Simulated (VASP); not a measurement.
Input of a VASP 6.6.1 run:

Contents of INCAR:

```
  PREC = Accurate
  ENCUT = 520
  EDIFF = 1E-6
  ISMEAR = -1
  SIGMA = 0.1
  LREAL = False
  LASPH = True
  NELM = 80
  ALGO = Normal
  ISIF = 2
  LWAVE = False
  LCHARG = False
  GGA = CA
  NBANDS = 12
```

The input KPOINTS:

```
Automatic mesh
0
Gamma
  22 22 22
```

File POSCAR:

```
Au
1.0
    0.0000000000      2.0229622709      2.0229622709
    2.0229622709      0.0000000000      2.0229622709
    2.0229622709      2.0229622709      0.0000000000
Au
1
Direct
    0.0000000000      0.0000000000      0.0000000000
```

Potentials or basis: VASP PAW LDA potentials, release 64 (Au).

Launch:

```sh
$ cat potpaw_LDA.64/Au/POTCAR > POTCAR
$ mpirun -np 1 vasp_std > vasp.out
```

(1) What does it give for the pressure?

Answers

(1) 0.8 GPa.
